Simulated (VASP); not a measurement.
# CdBiO4 (P6/mmm) in VASP: notebook

Runs on CdBiO4. Level: PBE. Tasks: single point, relaxation of cell and atoms.

Everything below comes from runs of VASP 6.6.1. Logs are shortened: lines on timing, memory, paths and dates and some standing lists are left out, and cuts for length are marked.

## Step 1: The cell of the first run

The structure is hexagonal, space group P6/mmm (No. 191). The conventional cell has a = 3.748 Å, b = 3.748 Å, c = 6.180 Å, α = 90.00°, β = 90.00°, γ = 120.00°. Cd (site symmetry 6/mmm) has 12 O at 2.66 Å and 2 Bi at 3.09 Å within 3.5 Å. Within 3.5 Å of Bi (site symmetry 6/mmm) lie 12 O at 2.65 Å and 2 Cd at 3.09 Å. O (site symmetry 3m) has 3 O at 2.16 Å and 3 Bi at 2.65 Å and 3 Cd at 2.66 Å within 2.9 Å.

The cell was generated, and may not be a known phase.

## Step 2: Single point, PBE

File INCAR:

```
SYSTEM = CdBiO4
PREC = Accurate
ENCUT = 520
EDIFF = 1E-7
ISMEAR = 0
SIGMA = 0.1
LREAL = .FALSE.
LASPH = .TRUE.
NELM = 80
ALGO = Fast
ISIF = 2
LWAVE = .FALSE.
LCHARG = .TRUE.
GGA = PE
LELF = .TRUE.
LVHAR = .TRUE.
NBANDS = 34
```

File KPOINTS:

```
Automatic mesh
0
G
  12 12 6
  0 0 0
```

File POSCAR:

```
CdBiO4
1.0
    3.7476004425      0.0000000000      0.0000000000
   -1.8738002213      3.2455171864      0.0000000000
    0.0000000000      0.0000000000      6.1799349666
Cd Bi O
1 1 4
Direct
    0.0000000000      0.0000000000      0.0000000000
    0.0000000000      0.0000000000      0.5000000000
    0.3333333333      0.6666666667      0.7484019985
    0.3333333333      0.6666666667      0.2515980015
    0.6666666667      0.3333333333      0.7484019985
    0.6666666667      0.3333333333      0.2515980015
```

Potentials or basis: VASP PAW PBE potentials, release 64 (Cd, Bi_d, O).

Command:

```console
$ cat potpaw_PBE.64/Cd/POTCAR potpaw_PBE.64/Bi_d/POTCAR potpaw_PBE.64/O/POTCAR > POTCAR
$ mpirun -np 1 vasp_std > vasp.out
```

OUTCAR:

```text
SYSTEM = CdBiO4
   PREC = Accurate
   ENCUT = 520
   EDIFF = 1E-7
   ISMEAR = 0
   LREAL = .FALSE.
   LASPH = .TRUE.
   NELM = 80
   ISIF = 2
   GGA = PE

 ion  position               nearest neighbor table
   1  0.000  0.000  0.000-   3 2.66   4 2.66   5 2.66   6 2.66   3 2.66   4 2.66   5 2.66   6 2.66
                             5 2.66   6 2.66   3 2.66   4 2.66   2 3.09   2 3.09
   2  0.000  0.000  0.500-   3 2.65   4 2.65   5 2.65   6 2.65   3 2.65   4 2.65   5 2.65   6 2.65
                             5 2.65   6 2.65   3 2.65   4 2.65   1 3.09   1 3.09
   3  0.333  0.667  0.748-   2 2.65   2 2.65   2 2.65   1 2.66   1 2.66   1 2.66
   4  0.333  0.667  0.252-   2 2.65   2 2.65   2 2.65   1 2.66   1 2.66   1 2.66
   5  0.667  0.333  0.748-   2 2.65   2 2.65   2 2.65   1 2.66   1 2.66   1 2.66
   6  0.667  0.333  0.252-   2 2.65   2 2.65   2 2.65   1 2.66   1 2.66   1 2.66

  LATTYP: Found a hexagonal cell.
 ALAT       =     3.7476004425
 C/A-ratio  =     1.6490378474

  Lattice vectors:

 A1 = (   3.7476004425,   0.0000000000,   0.0000000000)
 A2 = (  -1.8738002213,   3.2455171864,   0.0000000000)
 A3 = (   0.0000000000,   0.0000000000,   6.1799349666)

Analysis of symmetry for initial positions (statically):
=====================================================================
 Subroutine PRICEL returns:
 Original cell was already a primitive cell.

 Routine SETGRP: Setting up the symmetry group for a
 hexagonal supercell.

 Subroutine GETGRP returns: Found 24 space group operations
 (whereof 24 operations were pure point group operations)
 out of a pool of 24 trial point group operations.

The static configuration has the point symmetry D_6h.

Analysis of symmetry for dynamics (positions and initial velocities):
=====================================================================
 Subroutine PRICEL returns:
 Original cell was already a primitive cell.

 Routine SETGRP: Setting up the symmetry group for a
 hexagonal supercell.

 Subroutine GETGRP returns: Found 24 space group operations
 (whereof 24 operations were pure point group operations)
 out of a pool of 24 trial point group operations.

The dynamic configuration has the point symmetry D_6h.

 Subroutine INISYM returns: Found 24 space group operations
 (whereof 24 operations are pure point group operations),
 and found     1 'primitive' translations

[... 101 lines left out ...]
   NELM   =     80;   NELMIN=  2; NELMDL= -5     # of ELM steps
   EDIFF  = 0.1E-06   stopping-criterion for ELM
   LREAL  =      F    real-space projection
   EDIFFG = 0.1E-05   stopping-criterion for IOM
   NSW    =      0    number of steps for IOM
   IBRION =     -1    ionic relax: 0-MD 1-quasi-New 2-CG
   NFREE  =      0    steps in history (QN), initial steepest desc. (CG)
   ISIF   =      2    stress and relaxation
   ISYM   =      2    0-nonsym 1-usesym 2-fastsym
   POTIM  = 0.5000    time-step for ionic-motion
   TEBEG  =    0.0;   TEEND  =   0.0 temperature during run
   PSTRESS=    0.0 pullay stress
   NELECT =      51.0000    total number of electrons
   NUPDOWN=      -1.0000    fix difference up-down
   EMIN   =  10.00;   EMAX   =-10.00  energy-range for DOS
   EFERMI =   0.00;   METHOD = LEGACY
   ISMEAR =     0;   SIGMA  =   0.10  broadening in eV -4-tet -1-fermi 0-gaus
   EFERMI_NEDOS =   21; number of points for ismear=-14 and -15
   IALGO  =     68    algorithm
   IMIX   =      4    mixing-type and parameters
     AMIX     =   0.40;   BMIX     =  1.00
     AMIX_MAG =   1.60;   BMIX_MAG =  1.00
  volume/ion in A,a.u.               =      12.53        84.54
  Fermi-wavevector in a.u.,A,eV,Ry     =   1.438549  2.718463 28.156195  2.069422
  Thomas-Fermi vector in A             =   2.557503
   LORBIT       =      0    0 simple, 1 ext, 2 COOP (PROOUT), +10 PAW based schemes
   GGA     = PE    functional components
   LHFCALC =     F    Hartree Fock is set to
   AEXX    =    0.0000 exact exchange contribution
   IVDW    =     0    specifies the selected vdW correction
   LEPSILON=     F    determine dielectric tensor
   LRPA    =     F    only Hartree local field effects (RPA)
 non-spin polarized calculation
 RMM-DIIS sequential band-by-band and
 Gauss-broadening in eV      SIGMA  =   0.10
  energy-cutoff  :      520.00
  volume of cell :       75.17
 maximum number of plane-waves:      2040
 NGX is ok and might be reduce to    28
   NGX = 13   NGY = 13   NGZ = 23

 number of electron      50.9999999 magnetization

 Free energy of the ion-electron system (eV)
  ---------------------------------------------------
  ext. energy  EPLUGINS =         0.00000000
  ---------------------------------------------------
  free energy    TOTEN  =       -24.03838499 eV

  energy without entropy =      -24.02431127  energy(sigma->0) =      -24.03134813

 E-fermi :   5.0855     XC(G=0): -11.5728

 val. band max:        5.0851696524   @ k =   0.2500   0.0833   0.1667
 cond. band min:       5.1044088578   @ k =   0.1667   0.0833   0.1667
 fundamental gap:      0.0192392055
 Fermi energy:         5.0855123061

 k-point     1 :       0.0000    0.0000    0.0000
  band No.  band energies     occupation
      1     -17.9301      2.00000
      2     -17.8687      2.00000
      3     -17.8687      2.00000
      4     -17.8288      2.00000
      5     -17.8288      2.00000
      6     -14.2912      2.00000
[... 877 lines left out ...]
     33      14.8323      0.00000
     34      15.1326      0.00000

 [... further k-points ...]
[... 5 lines left out ...]
  --------------------------------------------------------------------------------------
  -------------------------------------------------------------------------------------
  Total        0.0501004      0.0501004      0.1194327     -0.0000000     -0.0000000      0.0000000
  in kB        1.0678998      1.0678998      2.5457315     -0.0000000     -0.0000000      0.0000000
  external PRESSURE =       1.5605103 kB  Pullay stress =       0.0000000 kB

 VOLUME and BASIS-vectors are now :
 -----------------------------------------------------------------------------
  energy-cutoff  :      520.00
  volume of cell :       75.17
      direct lattice vectors                 reciprocal lattice vectors
     3.747600443  0.000000000  0.000000000     0.266837411  0.154058651  0.000000000
    -1.873800221  3.245517186  0.000000000     0.000000000  0.308117302  0.000000000
     0.000000000  0.000000000  6.179934967     0.000000000  0.000000000  0.161814001

 POSITION                                       TOTAL-FORCE (eV/Angst)
 -----------------------------------------------------------------------------------
      0.00000      0.00000      0.00000        -0.000000      0.000000      0.000000
      0.00000      0.00000      3.08997        -0.000000      0.000000      0.000000
     -0.00000      2.16368      4.62508        -0.000000     -0.000000     -0.009143
     -0.00000      2.16368      1.55486         0.000000     -0.000000      0.009143
      1.87380      1.08184      4.62508         0.000000     -0.000000     -0.009143
      1.87380      1.08184      1.55486        -0.000000     -0.000000      0.009143
 -----------------------------------------------------------------------------------
    total drift:                               -0.000000      0.000000      0.000000

  FREE ENERGIE OF THE ION-ELECTRON SYSTEM (eV)
  ---------------------------------------------------
  free  energy   TOTEN  =       -24.0383849871 eV

  energy  without entropy=      -24.0243112715  energy(sigma->0) =      -24.03134813
```

OSZICAR:

```text
N       E                     dE             d eps       ncg     rms          rms(c)
DAV:   1     0.562151775631E+03    0.56215E+03   -0.26833E+04  5216   0.174E+03
DAV:   2     0.327859203290E+02   -0.52937E+03   -0.50013E+03  5704   0.476E+02
DAV:   3    -0.261108163991E+02   -0.58897E+02   -0.56357E+02  5984   0.160E+02
DAV:   4    -0.281683874053E+02   -0.20576E+01   -0.20341E+01  5536   0.313E+01
DAV:   5    -0.282179186690E+02   -0.49531E-01   -0.49501E-01  6712   0.501E+00    0.114E+01
RMM:   6    -0.241757587174E+02    0.40422E+01   -0.10105E+01  5907   0.155E+01    0.704E+00
RMM:   7    -0.240938434526E+02    0.81915E-01   -0.75812E-01  6404   0.605E+00    0.364E+00
RMM:   8    -0.240345307241E+02    0.59313E-01   -0.24849E-01  6395   0.327E+00    0.652E-01
RMM:   9    -0.240371204688E+02   -0.25897E-02   -0.66258E-02  7311   0.175E+00    0.157E-01
RMM:  10    -0.240381137188E+02   -0.99325E-03   -0.12871E-02  7563   0.768E-01    0.895E-02
RMM:  11    -0.240384028374E+02   -0.28912E-03   -0.18318E-03  6702   0.362E-01    0.388E-02
RMM:  12    -0.240383729653E+02    0.29872E-04   -0.56171E-04  7524   0.178E-01    0.154E-02
RMM:  13    -0.240383828618E+02   -0.98965E-05   -0.14832E-04  7992   0.829E-02    0.653E-03
RMM:  14    -0.240383839135E+02   -0.10517E-05   -0.23566E-05  7619   0.330E-02    0.520E-03
RMM:  15    -0.240383847354E+02   -0.82199E-06   -0.72125E-06  8045   0.172E-02    0.226E-03
RMM:  16    -0.240383848161E+02   -0.80675E-07   -0.10386E-06  6450   0.611E-03    0.678E-04
RMM:  17    -0.240383849932E+02   -0.17705E-06   -0.19365E-07  3476   0.305E-03    0.368E-04
RMM:  18    -0.240383849871E+02    0.61136E-08   -0.83163E-08  3154   0.230E-03
   1 F= -.24038385E+02 E0= -.24031348E+02  d E =-.140737E-01
```

It took 6.8 min on 1 thread of Oxide Virtual Turin-like, shared host; peak memory 0.28 GiB.

What came out:

```yaml
Free_energy: -24.0384 eV
Pressure: 0.2 GPa
Largest_force: 0.009 eV/Å
Band_gap_on_the_k_mesh: zero (an odd number of electrons rules out a gap without spin polarisation)
```

Forces in eV/Å, atoms in the order of the input:
```
Cd   0.000  0.000  0.000
Bi   0.000  0.000  0.000
O    0.000  0.000 -0.009
O    0.000  0.000  0.009
O    0.000  0.000 -0.009
O    0.000  0.000  0.009
```

Stress tensor (GPa, compression positive):
```
0.11 0.00 0.00
0.00 0.11 0.00
0.00 0.00 0.25
```

Caveat: spin-orbit coupling is left out, which moves the levels of the heavy elements; an odd number of electrons without spin polarisation forces a metal; a magnetic or distorted state may lie lower.

## Step 3: Relaxation of cell and atoms, PBE

File INCAR:

```
PREC = Accurate ; ENCUT = 600
EDIFF = 1E-7 ; ISMEAR = 0
SIGMA = 0.1 ; LREAL = F
LASPH = T ; NELM = 60
ALGO = Normal ; ISIF = 3
LWAVE = F ; LCHARG = F
GGA = PE ; IBRION = 2
NSW = 90 ; EDIFFG = -0.04
```

File KPOINTS:

```
regular mesh
0
Gamma
  6 6 4
```

File POSCAR:

```
CdBiO4
1.0
    3.7472105143      0.0000000000      0.0000000000
   -1.8736052572      3.2451794988      0.0000000000
    0.0000000000      0.0000000000      6.1849600276
Cd Bi O
1 1 4
Direct
    0.0000000000      0.0000000000      0.0000000000
    0.0000000000      0.0000000000      0.5000000000
    0.3333333333      0.6666666667      0.7484618625
    0.3333333333      0.6666666667      0.2515381375
    0.6666666667      0.3333333333      0.7484618625
    0.6666666667      0.3333333333      0.2515381375
```

Potentials or basis: VASP PAW PBE potentials, release 64 (Cd, Bi_d, O).

Command:

```console
$ cat potpaw_PBE.64/Cd/POTCAR potpaw_PBE.64/Bi_d/POTCAR potpaw_PBE.64/O/POTCAR > POTCAR
$ mpirun -np 1 vasp_std > vasp.out
```

Wall time 68 s (1 thread of Oxide Virtual Turin-like, shared host); peak memory 0.2 GiB.

Results (log left out):

* Free energy: -24.0214 eV
* Pressure after relaxing: 0.1 GPa
* Largest force after relaxing: 0.005 eV/Å
* Band gap on the k mesh: zero (an odd number of electrons rules out a gap without spin polarisation)

Forces in eV/Å, atoms in the order of the input:
```
Cd   0.000  0.000  0.000
Bi   0.000  0.000  0.000
O    0.000  0.000 -0.005
O    0.000  0.000  0.005
O    0.000  0.000 -0.005
O    0.000  0.000  0.005
```

Stress tensor (GPa, compression positive):
```
0.06 0.00 0.00
0.00 0.06 0.00
0.00 0.00 0.21
```

Final structure:
```xyz
6
Lattice="3.7472 0.0000 0.0000 -1.8736 3.2452 0.0000 0.0000 0.0000 6.1850" Properties=species:S:1:pos:R:3 pbc="T T T"
Cd    0.0000    0.0000    0.0000
Bi    0.0000    0.0000    3.0925
O     0.0000    2.1635    4.6292
O     0.0000    2.1635    1.5558
O     1.8736    1.0817    4.6292
O     1.8736    1.0817    1.5558
```

Levels at points of the mesh, in eV from the Fermi level:
| k point | band 23 | band 24 | band 25 | band 26 | band 27 | band 28 |
| --- | --- | --- | --- | --- | --- | --- |
| (0.00, 0.00, 0.00) | -1.71 | -1.53 | -0.42 | -0.37 | -0.37 | 1.25 |
| (0.50, 0.00, 0.00) | -1.32 | -1.08 | -0.48 | 0.52 | 0.54 | 2.95 |
| (0.00, 0.00, 0.50) | -1.27 | -1.09 | -0.90 | -0.85 | -0.85 | 0.04 |
| (0.50, 0.00, 0.50) | -1.40 | -0.66 | -0.64 | 0.51 | 0.55 | 2.71 |

Caveat: the relaxation stopped at its first step, so nothing moved; spin-orbit coupling is left out, which moves the levels of the heavy elements; an odd number of electrons without spin polarisation forces a metal; a magnetic or distorted state may lie lower.

## Step 4: Relaxation of cell and atoms, PBE

File INCAR:

```
PREC = Accurate
ENCUT = 600
EDIFF = 1E-6
ISMEAR = 0
SIGMA = 0.1
LREAL = False
LASPH = True
NELM = 80
ALGO = Fast
ISIF = 3
LWAVE = False
LCHARG = False
GGA = PE
IBRION = 2
NSW = 100
EDIFFG = -0.01
```

File KPOINTS:

```
regular mesh
0
Gamma
  12 12 6
```

Edit POSCAR of step 3 so:

```diff
@@ -2,3 +2,3 @@
 1.0
-    3.7472105143      0.0000000000      0.0000000000
+    3.7472105144      0.0000000000      0.0000000000
    -1.8736052572      3.2451794988      0.0000000000
```

Command:

```console
$ cat potpaw_PBE.64/Cd/POTCAR potpaw_PBE.64/Bi_d/POTCAR potpaw_PBE.64/O/POTCAR > POTCAR
$ mpirun -np 1 vasp_std > vasp.out
```

Wall time 6.3 min (1 thread of Oxide Virtual Turin-like, shared host); peak memory 0.32 GiB.

The run converged. Its results:

* Free energy: -24.0417 eV
* Relaxed volume: 12.53 Å³/atom
* Relaxed cell: a = 3.747 Å, b = 3.747 Å, c = 6.183 Å, α = 90.00°, β = 90.00°, γ = 120.00°
* Space group after relaxing (to 0.1 Å): P6/mmm (No. 191)
* Energy gained by relaxing: 0.0 meV/atom
* Ionic steps: 2
* Pressure after relaxing: 0.0 GPa
* Largest force after relaxing: 0.009 eV/Å
* Band gap on the k mesh: zero (an odd number of electrons rules out a gap without spin polarisation)

Forces in eV/Å, atoms in the order of the input:
```
Cd   0.000  0.000  0.000
Bi   0.000  0.000  0.000
O    0.000  0.000 -0.009
O    0.000  0.000  0.009
O    0.000  0.000 -0.009
O    0.000  0.000  0.009
```

Final structure:
```cif
data_structure
_symmetry_space_group_name_H-M 'P 1'
_symmetry_Int_Tables_number 1
_cell_length_a 3.7473
_cell_length_b 3.7473
_cell_length_c 6.1831
_cell_angle_alpha 90.000
_cell_angle_beta 90.000
_cell_angle_gamma 120.000
_cell_volume 75.19
loop_
_atom_site_label
_atom_site_type_symbol
_atom_site_fract_x
_atom_site_fract_y
_atom_site_fract_z
_atom_site_occupancy
Cd1 Cd 0.00000 0.00000 0.00000 1
Bi1 Bi 0.00000 0.00000 0.50000 1
O1 O 0.33333 0.66667 0.74835 1
O2 O 0.33333 0.66667 0.25165 1
O3 O 0.66667 0.33333 0.74835 1
O4 O 0.66667 0.33333 0.25165 1
```

Levels at points of the mesh, in eV from the Fermi level:
| k point | band 22 | band 23 | band 24 | band 25 | band 26 | band 27 | band 28 | band 29 |
| --- | --- | --- | --- | --- | --- | --- | --- | --- |
| (0.00, 0.00, 0.00) | -1.68 | -1.68 | -1.50 | -0.39 | -0.34 | -0.34 | 1.28 | 3.22 |
| (0.50, 0.00, 0.00) | -1.57 | -1.30 | -1.06 | -0.45 | 0.54 | 0.57 | 2.97 | 3.00 |
| (0.00, 0.00, 0.50) | -1.24 | -1.24 | -1.06 | -0.88 | -0.82 | -0.82 | 0.06 | 5.43 |
| (0.50, 0.00, 0.50) | -1.91 | -1.37 | -0.63 | -0.62 | 0.54 | 0.57 | 2.73 | 3.84 |

Caveat: spin-orbit coupling is left out, which moves the levels of the heavy elements; an odd number of electrons without spin polarisation forces a metal; a magnetic or distorted state may lie lower.

## Step 5: The runs side by side

```tsv
task	cell	k mesh	cutoff (eV)	gap on the mesh (eV)	pressure (GPa)	largest force (eV/Å)
single point	a = 3.748, b = 3.748, c = 6.180 Å, angles 90.0, 90.0, 120.0°, 6 atoms	12 × 12 × 6	520	none	0.2	0.01
relaxation of cell and atoms	relaxed from a = 3.747, b = 3.747, c = 6.185 Å, angles 90.0, 90.0, 120.0°, 6 atoms	6 × 6 × 4	600	none	0.1	-
relaxation of cell and atoms	relaxed from a = 3.747, b = 3.747, c = 6.185 Å, angles 90.0, 90.0, 120.0°, 6 atoms	12 × 12 × 6	600	none	0.0	0.01
```

Alike in all rows: level PBE; potentials or basis VASP PAW PBE potentials, release 64 (Cd, Bi_d, O); no spin polarisation; smearing gaussian 0.1 eV.

Caveats: spin-orbit coupling is left out, which moves the levels of the heavy elements; an odd number of electrons without spin polarisation forces a metal; a magnetic or distorted state may lie lower; the relaxation stopped at its first step, so nothing moved (at least some runs).

Absolute energies hang on the potentials; compare differences alone.

The gap in the log of VASP goes by the Fermi energy; the results here count the filled bands.